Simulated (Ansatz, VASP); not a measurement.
**KCl: VASP beside Ansatz**

The input POSCAR:

```
KCl
1.0
    3.0816024138      3.0816024138      0.0000000000
   -3.0816024138      3.0816024138      0.0000000000
    0.0000000000      0.0000000000      6.1632048276
K Cl
2 2
Direct
    0.0000000000      0.0000000000      0.0000000000
    0.5000000000      0.5000000000      0.5000000000
    0.5000000000      0.5000000000      0.0000000000
    0.0000000000      0.0000000000      0.5000000000
```

INCAR.step1

```
PREC = Accurate ; ENCUT = 520
ISMEAR = 0 ; SIGMA = 0.02
LREAL = False ; LASPH = True
NELM = 80 ; NBANDS = 24
GGA = PE ; ALGO = Normal
EDIFF = 1E-4 ; LWAVE = True
LCHARG = False
```

INCAR.step2

```
PREC = Accurate ; ENCUT = 520
EDIFF = 1E-6 ; ISMEAR = 0
SIGMA = 0.02 ; LREAL = False
LASPH = True ; NELM = 80
ALGO = Normal ; ISIF = 2
LWAVE = False ; LCHARG = True
METAGGA = R2SCAN ; LMIXTAU = True
LELF = True ; LVHAR = True
NBANDS = 24 ; ISTART = 1
```

The input KPOINTS:

```
Automatic mesh
0
Gamma
  6 6 4
```

Input for Ansatz:

```yaml
crystal:
  lattice:
    - [3.0816024138, 3.0816024138, 0.0]
    - [-3.0816024138, 3.0816024138, 0.0]
    - [0.0, 0.0, 6.1632048276]
  atoms:
    - { symbol: K, position: [0.0, 0.0, 0.0] }
    - { symbol: K, position: [0.5, 0.5, 0.5] }
    - { symbol: Cl, position: [0.5, 0.5, 0.0] }
    - { symbol: Cl, position: [0.0, 0.0, 0.5] }
basis:
  ecutwfc: 500
kpoints:
  mp_grid: { grid: [6, 6, 4] }
hamiltonian:
  xc: r2scan
scf:
  occupations: { method: gaussian, width: 0.02 }
output:
  forces: true
  stress: true
  eigenvalues: true
```

Change from the starting cell: equal strain along all axes, cell held, atoms relaxed: -2.0 %.

Alike in both runs: task single point; functional r2SCAN; k mesh 6 × 6 × 4; occupations gaussian, width 0.02 eV; no spin polarisation.

|  | VASP | Ansatz |
| --- | --- | --- |
| version | VASP 6.6.1 | Ansatz 0.2.0 |
| potentials or method | VASP PAW PBE potentials, release 64 (K_sv, Cl), cutoff 520 eV | scalar-relativistic, plane waves, PAW |
| valence electrons in the cell | 32 | 32 |

|  | VASP | Ansatz | Ansatz less VASP |
| --- | --- | --- | --- |
| gap on the k mesh at the Fermi level (eV) | 6.06 | 6.06 | -0.004 |
| least direct gap on the mesh (eV) | 6.06 | 6.06 | -0.004 |
| pressure (GPa) | 1.4 | 1.4 | +0.02 |

VASP's potentials were made for PBE, not for r2SCAN.
